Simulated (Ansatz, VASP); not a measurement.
# Two plane-wave programs on HfB

File INCAR:

```
  PREC = Accurate
  ENCUT = 520
  EDIFF = 1E-6
  ISMEAR = 0
  SIGMA = 0.15
  LREAL = F
  LASPH = T
  NELM = 60
  ALGO = Normal
  ISIF = 2
  LWAVE = F
  LCHARG = T
  GGA = PS
  LELF = T
  LVHAR = T
  NBANDS = 14
```

The input KPOINTS:

```
regular mesh
0
Gamma
  16 16 16
```

The input POSCAR:

```
HfB
1.0
    0.0000000000      2.3936993068      2.3936993068
    2.5054850644      0.0000000000      2.3936993068
    2.5054850644      2.3936993068      0.0000000000
Hf B
1 1
Direct
    0.4995230658      0.5004769342      0.5004769342
    0.0078748404     -0.0078748404     -0.0078748404
```

Input for Ansatz:

```yaml
crystal:
  lattice:
    - [0.0, 2.3936993068, 2.3936993068]
    - [2.5054850644, 0.0, 2.3936993068]
    - [2.5054850644, 2.3936993068, 0.0]
  atoms:
    - { symbol: Hf, position: [0.4995230658, 0.5004769342, 0.5004769342] }
    - { symbol: B, position: [0.0078748404, -0.0078748404, -0.0078748404] }
basis:
  ecutwfc: 520.0
kpoints:
  mp_grid: { grid: [16, 16, 16] }
hamiltonian:
  xc: pbesol
  pseudopotentials: { kind: paw }
scf:
  occupations: { method: gaussian, width: 0.15 }
output:
  forces: true
  stress: true
  eigenvalues: true
```

Change from the starting cell: mode 4 frozen in at -0.038 Å, normal strain along x +0.0467.

Alike in both runs: task single point; functional PBEsol; k mesh 16 × 16 × 16; occupations gaussian, width 0.15 eV; no spin polarisation.

|  | VASP | Ansatz |
| --- | --- | --- |
| version | VASP 6.6.1 | Ansatz 0.2.0 |
| potentials or method | VASP PAW PBE potentials, release 64 (Hf_pv, B), cutoff 520 eV | scalar-relativistic, plane waves, PAW |
| valence electrons in the cell | 13 | 29 |

|  | VASP | Ansatz | Ansatz less VASP |
| --- | --- | --- | --- |
| gap on the k mesh at the Fermi level (eV) | none | none | - |
| pressure (GPa) | -6.7 | -6.8 | -0.12 |
| traceless stress, the component that is largest in VASP (GPa) | -8.88 | -8.76 | +0.117 |
| rms of the force components (eV/Å) | 0.116 | 0.117 | +0.0004 |

VASP's potentials were made for PBE, not for PBEsol. Atom by atom the forces differ by 0.000 eV/Å (rms over components). A gap of «none» marks a metal or a gap that the smearing closes. With one functional, cell and mesh, what is left measures potentials, basis and numerics. VASP's potentials hold 13 valence electrons a cell and Ansatz's 29, so a difference there can come from the potentials and not from the codes.

Spin-orbit coupling is off throughout.
